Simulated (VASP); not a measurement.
Write the native input for VASP 6.6.1 that does the following.

* Task: single point
* Functional: r2SCAN
* Dispersion: D3(BJ)
* Potentials or basis: VASP PAW PBE potentials, release 64 (C, F)
* Cutoff: 520 eV
* k mesh: 1 × 1 × 1
* Occupations: fermi-dirac, width 0.02 eV
* Spin: no spin polarisation
* Dipole correction: no
* Further INCAR settings: LREAL = Auto; ALGO = Normal; EDIFF = 1e-06; NBANDS = 154

CF4:

```
C F
1.0
     8.35104    0.00000    0.00000
     0.00000    8.35104    0.00000
     0.00000    0.00000    8.35104
C F
8 32
Direct
  0.69916 0.47013 0.31723
  0.06642 0.03807 0.89471
  0.27121 0.57679 0.68787
  0.52433 0.01163 0.53366
  0.99439 0.91597 0.38843
  0.57591 0.97480 0.07012
  0.23762 0.44813 0.15903
  0.80816 0.57546 0.81449
  0.63147 0.41556 0.18499
  0.85589 0.44860 0.30976
  0.66777 0.62490 0.33173
  0.64172 0.39165 0.44263
  0.12605 0.18469 0.89176
  0.12162 0.95653 0.77107
  0.11005 0.96542 0.02852
  0.90832 0.04652 0.88736
  0.33593 0.66301 0.80472
  0.17301 0.46907 0.75043
  0.18997 0.67182 0.59046
  0.38516 0.50257 0.60569
  0.62959 0.09698 0.61701
  0.43489 0.92490 0.63139
  0.43181 0.10977 0.44984
  0.60158 0.91359 0.43586
  0.91692 0.86899 0.51844
  0.89985 0.00848 0.30077
  0.12300 0.99836 0.43019
  0.03730 0.78862 0.30407
  0.67541 0.85310 0.08896
  0.44079 0.94543 0.14758
  0.64225 0.10709 0.12624
  0.54414 0.99376 0.91621
  0.32193 0.53901 0.25806
  0.15767 0.33880 0.24223
  0.13604 0.53977 0.07937
  0.33553 0.37512 0.05734
  0.84590 0.47767 0.93320
  0.65052 0.59610 0.81023
  0.87910 0.71587 0.83785
  0.85643 0.51352 0.67639
```

These files were run (other wordings do the same):

POSCAR

```
CF4
1.0
    8.3510380000      0.0000000000      0.0000000000
    0.0000000000      8.3510380000      0.0000000000
    0.0000000000      0.0000000000      8.3510380000
C F
8 32
Direct
    0.6991613434      0.4701256291      0.3172348071
    0.0664199303      0.0380689223      0.8947092522
    0.2712128282      0.5767926197      0.6878745952
    0.5243325410      1.0116291077      0.5336568925
    0.9943898442      0.9159749773      0.3884324956
    0.5759134495     -0.0252048070      0.0701194962
    0.2376231952      0.4481262844      0.1590302978
    0.8081563423      0.5754554454      0.8144884917
    0.6314682679      0.4155636531      0.1849904385
    0.8558923565      0.4485990530      0.3097594115
    0.6677693786      0.6248983016      0.3317335071
    0.6417183642      0.3916450328      0.4426270933
    0.1260453573      0.1846948482      0.8917590997
    0.1216244375     -0.0434705660      0.7710741306
    0.1100535256     -0.0345821798      1.0285198891
   -0.0916789422      0.0465176179      0.8873593438
    0.3359293733      0.6630086909      0.8047200256
    0.1730106069      0.4690712681      0.7504302961
    0.1899699523      0.6718208658      0.5904608803
    0.3851615973      0.5025704632      0.6056892472
    0.6295879830      1.0969757398      0.6170103886
    0.4348904649      0.9248976900      0.6313887553
    0.4318112888      1.1097743706      0.4498383708
    0.6015825288      0.9135905469      0.4358645098
    0.9169248078      0.8689922155      0.5184381230
    0.8998500373      1.0084814442      0.3007706062
    1.1230021250      0.9983578139      0.4301941808
    1.0373044004      0.7886234893      0.3040716141
    0.6754090821     -0.1468965701      0.0889596797
    0.4407890173     -0.0545713837      0.1475780631
    0.6422531434      0.1070881125      0.1262362144
    0.5441431123     -0.0062356860     -0.0837881546
    0.3219261873      0.5390094593      0.2580609457
    0.1576709455      0.3387987631      0.2422314957
    0.1360401115      0.5397679981      0.0793722754
    0.3355270279      0.3751249813      0.0573399721
    0.8458967900      0.4776672295      0.9332048185
    0.6505189881      0.5960962420      0.8102256732
    0.8791010199      0.7158749636      0.8378547243
    0.8564342894      0.5135161524      0.6763898528
```

INCAR.step1

```
SYSTEM = CF4
  PREC = Accurate
  ENCUT = 520
  ISMEAR = -1
  SIGMA = 0.02
  LREAL = Auto
  LASPH = .True.
  NELM = 100
  NBANDS = 154
  GGA = PE
  ALGO = Normal
  EDIFF = 1E-4
  LWAVE = .True.
  LCHARG = .False.
```

INCAR.step2

```
SYSTEM = CF4
  PREC = Accurate
  ENCUT = 520
  EDIFF = 1E-6
  ISMEAR = -1
  SIGMA = 0.02
  LREAL = Auto
  LASPH = .True.
  NELM = 100
  ALGO = Normal
  ISIF = 2
  LWAVE = .False.
  LCHARG = .True.
  METAGGA = R2SCAN
  LMIXTAU = .True.
  IVDW = 12
  VDW_S6 = 1.0
  VDW_S8 = 0.78981345
  VDW_A1 = 0.49484001
  VDW_A2 = 5.73083694
  LELF = .True.
  LVHAR = .True.
  NBANDS = 154
  ISTART = 1
```

KPOINTS

```
Automatic mesh
0
Gamma
  1 1 1
  0 0 0
```

Potentials or basis: VASP PAW PBE potentials, release 64 (C, F).

The run is started by

```bash
$ cat potpaw_PBE.64/C/POTCAR potpaw_PBE.64/F/POTCAR > POTCAR
$ cp INCAR.step1 INCAR
$ mpirun -np 1 vasp_gam > vasp.out
$ cp INCAR.step2 INCAR
$ mpirun -np 1 vasp_gam > vasp.out
```

It gave:

```json
{
  "Pressure": "2.1 GPa",
  "Largest force": "0.631 eV/Å",
  "Band gap on the k mesh": "10.11 eV",
  "Dispersion energy per atom": "-0.018 eV"
}
```

Caveat: the k points lie up to 0.75 Å⁻¹ apart; the PAW data sets were made with another functional, which shifts forces and pressure a little.

Run time: 14 min on 1 thread of Oxide Virtual Turin-like Processor (shared host), peak memory 0.58 GiB.
